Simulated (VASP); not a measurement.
# SrNiPt3 (P4mm) in VASP: further runs

Runs on SrNiPt3. Level: PBE. Tasks: relaxation of cell and atoms, single point.

Everything below comes from runs of VASP 6.6.1. Logs are shortened: lines on timing, memory, paths and dates and some standing lists are left out, and cuts for length are marked.

**1. The cell of the first run**

It takes space group P4mm (No. 99, tetragonal). Conventional cell: a = 4.211 Å, b = 4.211 Å, c = 4.263 Å, α = 90.00°, β = 90.00°, γ = 90.00°. Within 3.9 Å of Sr (site symmetry 4mm) lie 12 Pt at 2.95 to 3.04 Å and 8 Ni at 3.62 to 3.70 Å. Ni (site symmetry 4mm) has 6 Pt at 1.96 to 2.30 Å within 2.6 Å. Within 2.6 Å of Pt (site symmetry 4mm) lie 2 Ni at 1.96 to 2.30 Å. Within 2.8 Å of Pt (site symmetry 2mm) lie 2 Ni at 2.11 Å.

**2. Relaxation of cell and atoms, PBE, collinear spin, ferromagnetic start**

Contents of INCAR:

```
SYSTEM = SrNiPt3
PREC     = Accurate       ! precision mode
ENCUT    = 600            ! plane-wave cutoff, eV
EDIFF    = 1E-7           ! SCF threshold, eV
ISMEAR   = 0              ! smearing method
SIGMA    = 0.1            ! smearing width, eV
LREAL    = .False.        ! projectors in reciprocal space
LASPH    = .True.         ! aspherical terms in the spheres
NELM     = 150            ! most SCF steps
ALGO     = Normal         ! electronic algorithm
ISIF     = 3              ! what is computed and relaxed
LWAVE    = .False.        ! write WAVECAR
LCHARG   = .False.        ! write CHGCAR
ISPIN    = 2              ! spin polarisation
MAGMOM   = 0 0.35 0 0 0   ! initial moments
LORBIT   = 11             ! projections on sites
LMAXMIX  = 4              ! l up to which the mixer works
GGA      = PE             ! functional
IBRION   = 2              ! ionic algorithm
NSW      = 90             ! ionic steps
EDIFFG   = -0.04          ! ionic threshold
```

Contents of KPOINTS:

```
regular mesh
0
Gamma
  4 4 4
  0 0 0
```

Contents of POSCAR:

```
SrNiPt3
1.0
    4.2106129854      0.0000000000      0.0000000000
    0.0000000000      4.2106129854      0.0000000000
    0.0000000000      0.0000000000      4.2633775592
Sr Ni Pt
1 1 3
Direct
    0.0000000000      0.0000000000      0.0000000000
    0.5000000000      0.5000000000      0.5150000000
    0.5000000000      0.5000000000      0.9750000000
    0.0000000000      0.5000000000      0.4850000000
    0.5000000000      0.0000000000      0.4850000000
```

Potentials or basis: VASP PAW PBE potentials, release 64 (Sr_sv, Ni, Pt).

Run with:

```
> cat potpaw_PBE.64/Sr_sv/POTCAR potpaw_PBE.64/Ni/POTCAR potpaw_PBE.64/Pt/POTCAR > POTCAR
> mpirun -np 1 vasp_std > vasp.out
```

OUTCAR:

```text
SYSTEM = SrNiPt3
   PREC = Accurate
   ENCUT = 600
   EDIFF = 1E-7
   ISMEAR = 0
   LREAL = .False.
   LASPH = .True.
   NELM = 150
   ISIF = 3
   ISPIN = 2
   LORBIT = 11
   GGA = PE
   IBRION = 2
   NSW = 90
   EDIFFG = -0.04

 ion  position               nearest neighbor table
   1  0.000  0.000  0.000-   4 2.95   5 2.95   4 2.95   5 2.95   3 2.98   3 2.98   3 2.98   3 2.98
                             4 3.04   5 3.04   5 3.04   4 3.04   2 3.62   2 3.62   2 3.62   2 3.62
   2  0.500  0.500  0.515-   3 1.96   4 2.11   5 2.11   5 2.11   4 2.11   3 2.30   1 3.62   1 3.62
                             1 3.62   1 3.62   1 3.70   1 3.70   1 3.70   1 3.70
   3  0.500  0.500  0.975-   2 1.96   2 2.30   4 2.97   5 2.97   5 2.97   4 2.97   1 2.98   1 2.98
                             1 2.98   1 2.98   4 3.03   5 3.03   4 3.03   5 3.03
   4  0.000  0.500  0.485-   2 2.11   2 2.11   1 2.95   1 2.95   3 2.97   3 2.97   5 2.98   5 2.98
                             5 2.98   5 2.98   3 3.03   3 3.03   1 3.04   1 3.04
   5  0.500  0.000  0.485-   2 2.11   2 2.11   1 2.95   1 2.95   3 2.97   3 2.97   4 2.98   4 2.98
                             4 2.98   4 2.98   3 3.03   3 3.03   1 3.04   1 3.04

  LATTYP: Found a simple tetragonal cell.
 ALAT       =     4.2106129854
 C/A-ratio  =     1.0125313283

  Lattice vectors:

 A1 = (   4.2106129854,   0.0000000000,   0.0000000000)
 A2 = (   0.0000000000,   4.2106129854,   0.0000000000)
 A3 = (   0.0000000000,   0.0000000000,   4.2633775592)

Analysis of symmetry for initial positions (statically):
=====================================================================
 Subroutine PRICEL returns:
 Original cell was already a primitive cell.

 Routine SETGRP: Setting up the symmetry group for a
 simple tetragonal supercell.

 Subroutine GETGRP returns: Found  8 space group operations
 (whereof  8 operations were pure point group operations)
 out of a pool of 16 trial point group operations.

The static configuration has the point symmetry C_4v.

Analysis of symmetry for dynamics (positions and initial velocities):
=====================================================================
 Subroutine PRICEL returns:
 Original cell was already a primitive cell.

 Routine SETGRP: Setting up the symmetry group for a
 simple tetragonal supercell.

 Subroutine GETGRP returns: Found  8 space group operations
 (whereof  8 operations were pure point group operations)
 out of a pool of 16 trial point group operations.

The dynamic configuration has the point symmetry C_4v.

Analysis of structural, dynamic, and magnetic symmetry:
=====================================================================
 Subroutine PRICEL returns:
 Original cell was already a primitive cell.

 Routine SETGRP: Setting up the symmetry group for a
 simple tetragonal supercell.

 Subroutine GETGRP returns: Found  8 space group operations
 (whereof  8 operations were pure point group operations)
 out of a pool of 16 trial point group operations.

The overall configuration has the point symmetry C_4v.

 Subroutine INISYM returns: Found  8 space group operations
 (whereof  8 operations are pure point group operations),
 and found     1 'primitive' translations

----------------------------------------------------------------------------------------

                                     Primitive cell

  volume of cell :      75.5865

  direct lattice vectors                    reciprocal lattice vectors
     4.210612985  0.000000000  0.000000000     0.237495111  0.000000000  0.000000000
     0.000000000  4.210612985  0.000000000     0.000000000  0.237495111  0.000000000
     0.000000000  0.000000000  4.263377559     0.000000000  0.000000000  0.234555815

  length of vectors
     4.210612985  4.210612985  4.263377559     0.237495111  0.237495111  0.234555815

  position of ions in fractional coordinates (direct lattice)
     0.000000000  0.000000000  0.000000000
     0.500000000  0.500000000  0.515000000
     0.500000000  0.500000000  0.975000000
     0.000000000  0.500000000  0.485000000
     0.500000000  0.000000000  0.485000000

  ion indices of the primitive-cell ions
   primitive index   ion index
                 1           1
                 2           2
                 3           3
                 4           4
                 5           5

[... 51 lines left out ...]
   ions per type =               1   1   3
   NGX,Y,Z   is equivalent  to a cutoff of  14.21, 14.21, 14.04 a.u.
   NGXF,Y,Z  is equivalent  to a cutoff of  28.43, 28.43, 28.08 a.u.
 SYSTEM =  SrNiPt3
   PREC   = accura    normal or accurate (medium, high low for compatibility)
   ISTART =      0    job   : 0-new  1-cont  2-samecut
   ICHARG =      2    charge: 1-file 2-atom 10-const
   ISPIN  =      2    spin polarized calculation?
   LNONCOLLINEAR =      F non collinear calculations
   LSORBIT =      F    spin-orbit coupling
   LASPH  =      T    aspherical Exc in radial PAW
   ENCUT  =  600.0 eV  44.10 Ry    6.64 a.u.   8.41  8.41  8.52*2*pi/ulx,y,z
   NELM   =    150;   NELMIN=  2; NELMDL= -5     # of ELM steps
   EDIFF  = 0.1E-06   stopping-criterion for ELM
   LREAL  =      F    real-space projection
   EDIFFG = -.4E-01   stopping-criterion for IOM
   NSW    =     90    number of steps for IOM
   IBRION =      2    ionic relax: 0-MD 1-quasi-New 2-CG
   NFREE  =      1    steps in history (QN), initial steepest desc. (CG)
   ISIF   =      3    stress and relaxation
   ISYM   =      2    0-nonsym 1-usesym 2-fastsym
   POTIM  = 0.5000    time-step for ionic-motion
   TEBEG  =    0.0;   TEEND  =   0.0 temperature during run
   PSTRESS=    0.0 pullay stress
   NELECT =      50.0000    total number of electrons
   NUPDOWN=      -1.0000    fix difference up-down
   EMIN   =  10.00;   EMAX   =-10.00  energy-range for DOS
   EFERMI =   0.00;   METHOD = LEGACY
   ISMEAR =     0;   SIGMA  =   0.10  broadening in eV -4-tet -1-fermi 0-gaus
   EFERMI_NEDOS =   21; number of points for ismear=-14 and -15
   IALGO  =     38    algorithm
   IMIX   =      4    mixing-type and parameters
     AMIX     =   0.40;   BMIX     =  1.00
     AMIX_MAG =   1.60;   BMIX_MAG =  1.00
  volume/ion in A,a.u.               =      15.12       102.02
  Fermi-wavevector in a.u.,A,eV,Ry     =   1.426429  2.695559 27.683752  2.034698
  Thomas-Fermi vector in A             =   2.546707
   LORBIT       =     11    0 simple, 1 ext, 2 COOP (PROOUT), +10 PAW based schemes
   GGA     = PE    functional components
   LHFCALC =     F    Hartree Fock is set to
   AEXX    =    0.0000 exact exchange contribution
   IVDW    =     0    specifies the selected vdW correction
   LEPSILON=     F    determine dielectric tensor
   LRPA    =     F    only Hartree local field effects (RPA)
 conjugate gradient relaxation of ions
 spin polarized calculation
 Gauss-broadening in eV      SIGMA  =   0.10
  energy-cutoff  :      600.00
  volume of cell :       75.59
 maximum number of plane-waves:      2546
 NGX is ok and might be reduce to    36
   NGX = 17   NGY = 17   NGZ = 17

--------------------------------------- Ionic step        1  -------------------------------------------

 number of electron      49.9999991 magnetization      -0.0010827

 number of electron      49.9999991 magnetization       0.0008512

 Free energy of the ion-electron system (eV)
  ---------------------------------------------------
  ext. energy  EPLUGINS =         0.00000000
  ---------------------------------------------------
  free energy    TOTEN  =       -20.08061008 eV

  energy without entropy =      -20.04579266  energy(sigma->0) =      -20.06320137

------------------------ aborting loop because EDIFF is reached ----------------------------------------

  FORCE on cell =-STRESS in cart. coord.  units (eV):
  Direction    XX          YY          ZZ          XY          YZ          ZX
  --------------------------------------------------------------------------------------
  -------------------------------------------------------------------------------------
  Total       33.1741516     33.1741516     34.8261777      0.0000000      0.0000000      0.0000000
  in kB      703.1791128    703.1791128    738.1964428      0.0000000      0.0000000      0.0000000
  external PRESSURE =     714.8515561 kB  Pullay stress =       0.0000000 kB
[... 28 lines left out ...]
 number of electron      49.9999971 magnetization      -0.0000637

 number of electron      49.9999971 magnetization       0.0002818

 E-fermi :   1.3854     XC(G=0):  -8.4121

 val. band max:        1.3557885428   @ k =   0.5000   0.2500   0.2500
 cond. band min:       1.3862247512   @ k =   0.2500   0.0000   0.5000
 fundamental gap:      0.0304362084
 Fermi energy:         1.3854186142

 spin component 1

 k-point     1 :       0.0000    0.0000    0.0000
  band No.  band energies     occupation
      1     -34.7920      1.00000
      2     -16.6798      1.00000
      3     -16.6798      1.00000
      4     -16.6670      1.00000
      5      -3.2613      1.00000
      6      -1.8600      1.00000
[... 1253 lines left out ...]
  FREE ENERGIE OF THE ION-ELECTRON SYSTEM (eV)
  ---------------------------------------------------
  free  energy   TOTEN  =       -24.5910679905 eV

  energy  without entropy=      -24.5441286908  energy(sigma->0) =      -24.56759834

[... ionic steps 4 to 36 ...]

--------------------------------------- Ionic step       37  -------------------------------------------

 number of electron      49.9999995 magnetization       0.0000000

------------------------ aborting loop because EDIFF is reached ----------------------------------------
[... 73 lines left out ...]
--------------------------------------- Ionic step       39  -------------------------------------------

 number of electron      49.9999995 magnetization       0.0000000

 Free energy of the ion-electron system (eV)
  ---------------------------------------------------
  ext. energy  EPLUGINS =         0.00000000
  ---------------------------------------------------
  free energy    TOTEN  =       -27.06580367 eV

  energy without entropy =      -27.02584816  energy(sigma->0) =      -27.04582591

 E-fermi :   6.3861     XC(G=0): -11.3303

 val. band max:        6.3730157294   @ k =   0.2500   0.2500   0.5000
 cond. band min:       6.3903330149   @ k =   0.5000   0.0000   0.2500
 fundamental gap:      0.0173172855
 Fermi energy:         6.3861293643

 spin component 1

 k-point     1 :       0.0000    0.0000    0.0000
  band No.  band energies     occupation
      1     -27.8785      1.00000
      2      -9.9394      1.00000
      3      -9.9233      1.00000
      4      -9.9233      1.00000
      5      -1.5050      1.00000
      6       1.3397      1.00000
[... 1212 lines left out ...]
  FREE ENERGIE OF THE ION-ELECTRON SYSTEM (eV)
  ---------------------------------------------------
  free  energy   TOTEN  =       -27.0658036686 eV

  energy  without entropy=      -27.0258481583  energy(sigma->0) =      -27.04582591

 reached required accuracy - stopping structural energy minimisation

 total charge

# of ion       s       p       d       tot
------------------------------------------
    1        2.020   5.774   0.208   8.001
    2        0.530   0.463   8.329   9.322
    3        0.762   0.468   8.113   9.342
    4        0.678   0.423   8.084   9.184
    5        0.678   0.423   8.084   9.184
--------------------------------------------------
tot          4.666   7.550  32.818  45.034

 magnetization (x)

# of ion       s       p       d       tot
------------------------------------------
    1        0.000  -0.000   0.000   0.000
    2        0.000   0.000   0.000   0.000
    3        0.000   0.000   0.000   0.000
    4        0.000  -0.000   0.000   0.000
    5        0.000  -0.000   0.000   0.000
--------------------------------------------------
tot          0.000   0.000   0.000   0.000
```

Wall time 32 min (1 thread of Intel Xeon 6975P-C (Granite Rapids), shared host); peak memory 0.33 GiB.

What came out:

- Free energy: -27.0658 eV
- Relaxed volume: 19.45 Å³/atom
- Relaxed cell: a = 4.381 Å, b = 4.381 Å, c = 5.069 Å, α = 90.00°, β = 90.00°, γ = 90.00°
- Space group after relaxing (to 0.1 Å): P4mm (No. 99)
- Energy gained by relaxing: 1397.0 meV/atom
- Ionic steps: 39
- Pressure after relaxing: 0.0 GPa
- Largest force after relaxing: 0.016 eV/Å
- Band gap on the k mesh: zero (filled and empty bands overlap)
- Net moment: 0.00 μB per cell
- Valence electrons inside the program's atomic spheres: Sr 8.00; Ni 9.32; Pt 9.34, 9.18 (each value once)

Forces in eV/Å, atoms in the order of the input:
```
Sr   0.000  0.000 -0.016
Ni   0.000  0.000  0.002
Pt   0.000  0.000  0.009
Pt   0.000  0.000  0.003
Pt   0.000  0.000  0.003
```

Stress tensor (GPa, compression positive):
```
 0.21  0.00  0.00
 0.00  0.21  0.00
 0.00  0.00 -0.29
```

The path:
```tsv
step	energy change (eV)	largest force (eV/Å)	pressure (GPa)	volume (Å³)
1	0.0000	8.7071	71.49	75.59
2	0.6438	2.6431	-10.77	175.98
3	-4.5105	3.4658	-0.99	107.34
4	-4.5765	3.4529	1.00	104.78
5	-4.6121	3.4038	3.92	101.52
6	-4.8289	0.7979	-5.82	110.78
7	-4.9178	1.0853	-3.17	107.08
8	-5.0163	0.8586	0.34	102.93
9	-5.0165	0.9239	0.51	102.76
10	-5.0929	1.1793	1.05	102.01
11	-5.3272	2.1886	2.82	99.77
12	-5.5535	5.5291	8.06	95.35
13	-5.5543	4.6986	6.59	96.32
14	-5.5613	5.1461	7.35	95.79
15	-5.5665	5.1594	7.38	95.76
16	-5.5816	5.1980	7.48	95.67
17	-5.6090	5.2686	7.70	95.49
18	-5.6512	5.3888	8.21	95.13
19	-5.6759	5.5682	9.53	94.40
20	-5.7470	5.1907	9.16	94.53
21	-5.9366	4.1129	8.17	94.93
22	-6.2156	2.1842	6.65	95.72
23	-6.4156	1.0972	5.30	97.28
24	-6.4806	1.0382	4.07	97.91
25	-6.6235	0.8734	0.69	99.78
26	-6.7087	0.6359	-4.69	103.55
27	-6.7801	0.5821	-4.15	102.61
28	-6.9128	0.5161	-1.97	99.79
29	-6.7743	1.8154	5.72	93.96
30	-6.9330	0.6171	-0.56	98.39
31	-6.9332	0.6523	-0.39	98.25
32	-6.9453	0.4952	-0.12	97.85
33	-6.9609	0.3622	0.86	96.67
34	-6.9705	0.3708	0.05	97.22
35	-6.9754	0.3793	-1.05	98.02
36	-6.9823	0.1953	-0.56	97.67
37	-6.9847	0.0253	-0.04	97.31
38	-6.9847	0.0230	-0.02	97.30
39	-6.9852	0.0164	0.04	97.26
```

Final structure:
```
Sr Ni Pt
1.0
     4.38055    0.00000    0.00000
     0.00000    4.38055    0.00000
     0.00000    0.00000    5.06850
Sr Ni Pt
1 1 3
Direct
  0.00000 0.00000 0.90001
  0.50000 0.50000 0.63781
  0.50000 0.50000 0.10749
  0.00000 0.50000 0.40735
  0.50000 0.00000 0.40735
```

Caveat: the k points lie up to 0.36 Å⁻¹ apart in the final cell, too coarse for converged energies and pressures of a metal; the volume moved by over 15 % at a fixed basis, so the end points are rough; spin-orbit coupling is left out, which moves the levels of the heavy elements.

**3. Single point, PBE, collinear spin, ferromagnetic start**

Contents of INCAR:

```
PREC = Accurate
ENCUT = 520
EDIFF = 1E-6
ISMEAR = 0
SIGMA = 0.1
LREAL = False
LASPH = True
NELM = 150
ALGO = Fast
ISIF = 2
LWAVE = False
LCHARG = True
ISPIN = 2
MAGMOM = 0 2 0 0 0
LORBIT = 11
LMAXMIX = 4
GGA = PE
LELF = True
LVHAR = True
NBANDS = 37
```

Contents of KPOINTS:

```
regular mesh
0
Gamma
  4 4 4
```

POSCAR is that of step 2.

Potentials or basis: VASP PAW PBE potentials, release 64 (Sr_sv, Ni, Pt).

Run with:

```
> cat potpaw_PBE.64/Sr_sv/POTCAR potpaw_PBE.64/Ni/POTCAR potpaw_PBE.64/Pt/POTCAR > POTCAR
> mpirun -np 1 vasp_std > vasp.out
```

Wall time 49 s (1 thread of Intel Xeon 6975P-C (Granite Rapids), shared host); peak memory 0.25 GiB.

It converged, with:

* Free energy: -20.0894 eV
* Pressure: 71.5 GPa
* Largest force: 8.721 eV/Å
* Net moment: 0.55 μB per cell
* Site moments: Sr +0.00; Ni +0.32; Pt +0.07, +0.05 (each value once) μB
* Valence electrons inside the program's atomic spheres: Sr 8.25; Ni 10.64; Pt 9.69

Forces on the atoms (eV/Å):
```
Sr   0.000  0.000 -0.599
Ni   0.000  0.000 -5.899
Pt   0.000  0.000  8.721
Pt   0.000  0.000 -1.112
Pt   0.000  0.000 -1.112
```

Stress tensor (GPa, compression positive):
```
70.29  0.00  0.00
 0.00 70.29  0.00
 0.00  0.00 73.83
```

Levels at points of the mesh, in eV from the Fermi level:
Spin up:
| k point | band 21 | band 22 | band 23 | band 24 | band 25 | band 26 | band 27 | band 28 | band 29 | band 30 |
| --- | --- | --- | --- | --- | --- | --- | --- | --- | --- | --- |
| (0.00, 0.00, 0.00) | -0.34 | -0.34 | -0.28 | 0.65 | 0.85 | 1.46 | 1.52 | 1.52 | 5.01 | 5.12 |
| (0.50, 0.00, 0.00) | -1.43 | -0.75 | -0.40 | -0.35 | -0.33 | 0.72 | 2.53 | 2.60 | 4.13 | 6.00 |
| (0.50, 0.50, 0.00) | -1.89 | -1.72 | -1.38 | -0.43 | -0.43 | 0.14 | 0.69 | 0.69 | 4.16 | 4.16 |
| (0.00, 0.00, 0.50) | -1.48 | -0.59 | -0.50 | -0.50 | -0.26 | 0.80 | 2.63 | 2.63 | 4.16 | 5.81 |
| (0.50, 0.00, 0.50) | -1.92 | -1.79 | -1.38 | -0.46 | -0.42 | -0.03 | 0.64 | 0.82 | 4.22 | 4.30 |
| (0.50, 0.50, 0.50) | -2.07 | -1.96 | -0.79 | -0.73 | -0.73 | 1.37 | 1.37 | 1.48 | 2.31 | 2.49 |
Spin down:
```
           k point  band 22  band 23  band 24  band 25  band 26  band 27  band 28  band 29
(0.00, 0.00, 0.00)    -0.01     0.06     0.73     0.93     1.48     1.54     1.54     5.10
(0.50, 0.00, 0.00)    -0.69    -0.10    -0.05     0.00     0.80     2.55     2.63     4.15
(0.50, 0.50, 0.00)    -1.69    -1.26    -0.12    -0.12     0.24     0.74     0.74     4.18
(0.00, 0.00, 0.50)    -0.53    -0.23    -0.23     0.09     0.88     2.66     2.66     4.19
(0.50, 0.00, 0.50)    -1.75    -1.26    -0.15    -0.13     0.05     0.68     0.91     4.24
(0.50, 0.50, 0.50)    -1.93    -0.74    -0.67    -0.67     1.42     1.42     1.52     2.40
```

Caveat: the k points lie up to 0.37 Å⁻¹ apart; spin-orbit coupling is left out, which moves the levels of the heavy elements; forces of over 1 eV/Å act on the atoms, so gaps and moduli don't describe the material at rest.
